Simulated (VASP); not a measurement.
A run of VASP 6.6.1 is set up as follows.

POSCAR

```
ZrS
1.0
    0.0000000000      2.6073820195      2.6073820195
    2.6073820195      0.0000000000      2.6073820195
    2.6073820195      2.6073820195      0.0000000000
Zr S
1 1
Direct
    0.0000000000      0.0000000000      0.0000000000
    0.5000000000      0.5000000000      0.5000000000
```

File INCAR.step1:

```
ALGO     = Normal         # electronic algorithm
EDIFF    = 1E-4           # SCF threshold, eV
ENCUT    = 520            # plane-wave cutoff, eV
GGA      = PE             # functional
ISMEAR   = -1             # smearing method
LASPH    = True           # aspherical terms in the spheres
LCHARG   = False          # write CHGCAR
LDAU     = True           # DFT+U
LDAUJ    = 0 0          
LDAUL    = 2 -1           # shell
LDAUTYPE = 2            
LDAUU    = 4.5 0          # U, eV
LMAXMIX  = 4              # l up to which the mixer works
LREAL    = False          # projectors in reciprocal space
LWAVE    = True           # write WAVECAR
NBANDS   = 16             # bands
NELM     = 150            # most SCF steps
PREC     = Accurate       # precision mode
SIGMA    = 0.05           # smearing width, eV
```

File INCAR.step2:

```
ALGO     = Normal         # electronic algorithm
BPARAM   = 11.95        
CPARAM   = 0.0093       
EDIFF    = 1E-6           # SCF threshold, eV
ENCUT    = 520            # plane-wave cutoff, eV
ISIF     = 2              # what is computed and relaxed
ISMEAR   = -1             # smearing method
ISTART   = 1            
IVDW_NL  = 2            
LASPH    = True           # aspherical terms in the spheres
LCHARG   = False          # write CHGCAR
LDAU     = True           # DFT+U
LDAUJ    = 0 0          
LDAUL    = 2 -1           # shell
LDAUPRINT= 1            
LDAUTYPE = 2            
LDAUU    = 4.5 0          # U, eV
LMAXMIX  = 4              # l up to which the mixer works
LMIXTAU  = True         
LREAL    = False          # projectors in reciprocal space
LUSE_VDW = True         
LWAVE    = False          # write WAVECAR
METAGGA  = R2SCAN         # meta-GGA
NBANDS   = 16             # bands
NELM     = 150            # most SCF steps
PREC     = Accurate       # precision mode
SIGMA    = 0.05           # smearing width, eV
```

Contents of KPOINTS:

```
k-points
0
Gamma
  9 9 9
```

Potentials or basis: VASP PAW PBE potentials, release 64 (Zr_sv, S).

The run is started by

```console
$ cat potpaw_PBE.64/Zr_sv/POTCAR potpaw_PBE.64/S/POTCAR > POTCAR
$ cp INCAR.step1 INCAR
$ mpirun -np 1 vasp_std > vasp.out
$ cp INCAR.step2 INCAR
$ mpirun -np 1 vasp_std > vasp.out
```

Predict the pressure.

6.9 GPa.

What does it give for the band gap on the k mesh?

Zero (bands 9 and 10 overlap by 2.42 eV).

Eigenvalues of the final occupation matrices:
| site | spin | trace | eigenvalues |
| --- | --- | --- | --- |
| site 1 d | 1 | 0.76 | 0.12 0.12 0.17 0.17 0.17 |
| site 1 d | 2 | 0.76 | 0.12 0.12 0.17 0.17 0.17 |

Caveat: the cell stands under pressure; the PAW data sets were made with another functional, which shifts forces and pressure a little; U without spin polarisation on a metal has little footing.
